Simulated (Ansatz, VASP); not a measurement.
**V in VASP and in Ansatz**

The input INCAR:

```
PREC = Accurate
ENCUT = 520
EDIFF = 1E-7
ISMEAR = 0
SIGMA = 0.1
LREAL = False
LASPH = True
NELM = 60
ALGO = Normal
ISIF = 2
LWAVE = False
LCHARG = False
GGA = PS
NBANDS = 12
```

The input KPOINTS:

```
regular mesh
0
Gamma
  8 8 8
```

POSCAR

```
V
1.0
   -1.5129450000      1.5129450000      1.5129450000
    1.5129450000     -1.5129450000      1.5129450000
    1.5129450000      1.5129450000     -1.5129450000
V
1
Direct
    0.0000000000      0.0000000000      0.0000000000
```

Input for Ansatz:

```yaml
crystal:
  lattice:
    - [-1.512945, 1.512945, 1.512945]
    - [1.512945, -1.512945, 1.512945]
    - [1.512945, 1.512945, -1.512945]
  atoms:
    - { symbol: V, position: [0.0, 0.0, 0.0] }
basis:
  ecutwfc: 420
kpoints:
  mp_grid: { grid: [8, 8, 8] }
hamiltonian:
  xc: pbesol
  pseudopotentials: { kind: paw, azcp: { folder: soft_1 } }
scf:
  occupations: { method: gaussian, width: 0.1 }
output:
  forces: true
  stress: true
  eigenvalues: true
```

Alike in both runs: task single point; functional PBEsol; k mesh 8 × 8 × 8; occupations gaussian, width 0.1 eV; no spin polarisation.

|  | VASP | Ansatz |
| --- | --- | --- |
| version | VASP 6.6.1 | Ansatz 0.2.0 |
| potentials or method | VASP PAW PBE potentials, release 64 (V_sv), cutoff 520 eV | scalar-relativistic, plane waves, PAW |
| valence electrons in the cell | 13 | 13 |

```tsv
	VASP	Ansatz	Ansatz less VASP
gap on the k mesh at the Fermi level (eV)	none	none	-
pressure (GPa)	-12.6	-12.7	-0.15
```

VASP's potentials were made for PBE, not for PBEsol, and Ansatz warns of the same on its side. A gap of «none» marks a metal or a gap that the smearing closes.

The k mesh is coarse, so the values compare programs but aren't converged.
